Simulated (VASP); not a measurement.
TePb: single point with PBEsol

The system is TePb.

```
Pb Te
1.0
     4.00229    0.00000    0.00000
     0.00000    4.00229    0.00000
     0.00000    0.00000    4.00229
Pb Te
1 1
Direct
  0.00000 0.00000 0.00000
  0.50000 0.50000 0.50000
```

| Quantity | Value |
| --- | --- |
| Program | VASP 6.6.1 |
| Task | single point |
| Functional | PBEsol |
| Potentials or basis | VASP PAW PBE potentials, release 64 (Pb_d, Te) |
| Cutoff | 520 eV |
| k mesh | 11 × 11 × 11 |
| Occupations | gaussian, width 0.05 eV |
| Spin | no spin polarisation |

```json
{"Pressure": "-2.8 GPa", "Band gap on the k mesh": "zero (bands 10 and 11 overlap by 1.11 eV)"}
```

Levels at points of the mesh, in eV from the Fermi level:
| k point | band 8 | band 9 | band 10 | band 11 | band 12 | band 13 |
| --- | --- | --- | --- | --- | --- | --- |
| (0.00, 0.00, 0.00) | -1.50 | -1.50 | -1.50 | 4.03 | 4.03 | 5.30 |

Run time: 49 s on 1 thread of AMD EPYC 7R43 64-Core Processor (Zen 3), on a shared host, peak memory 0.17 GiB.

Caveat: the PAW data sets were made with another functional, which shifts forces and pressure a little; spin-orbit coupling is left out, which moves the levels of the heavy elements.
